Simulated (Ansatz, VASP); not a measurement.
**One calculation of Ga2Sb2CO, two programs**

```
Sb Ga O C
1.0
     4.33438    0.00000    0.00000
    -2.16719    3.75368    0.00000
     0.00000    0.00000   23.61974
Sb Ga O C
2 2 1 1
Direct
  0.00000 0.00000 0.16935
  0.33333 0.66667 0.32597
  0.33333 0.66667 0.20681
  0.66667 0.33333 0.35859
  0.66667 0.55556 0.48983
  0.66667 0.55556 0.53852
```

Alike in both runs: task single point; functional PBE; dispersion D3(BJ); k mesh 6 × 6 × 1; occupations gaussian, width 0.1 eV; no spin polarisation.

|  | VASP | Ansatz |
| --- | --- | --- |
| version | VASP 6.6.1 | Ansatz 0.2.0 |
| potentials or method | VASP PAW PBE potentials, release 64 (Sb, Ga_d, O, C), cutoff 520 eV | scalar-relativistic, plane waves, PAW |
| valence electrons in the cell | 46 | 66 |

Ansatz gave:

```
gap on the k mesh at the Fermi level (eV) : 0.04
least direct gap on the mesh (eV)         : 0.11
rms of the force components (eV/Å)        : 0.499
```

Estimate VASP's values.

gap on the k mesh at the Fermi level (eV): 0.05; least direct gap on the mesh (eV): 0.11; rms of the force components (eV/Å): 0.230.

One of these differences is far larger than is usual between the two programs; its cause wasn't traced. VASP's potentials hold 46 valence electrons a cell and Ansatz's 66, so a difference there can come from the potentials and not from the codes.

Spin-orbit coupling is off throughout. Noted on VASP's run: the standard files for N, O and F lose accuracy on very short bonds.
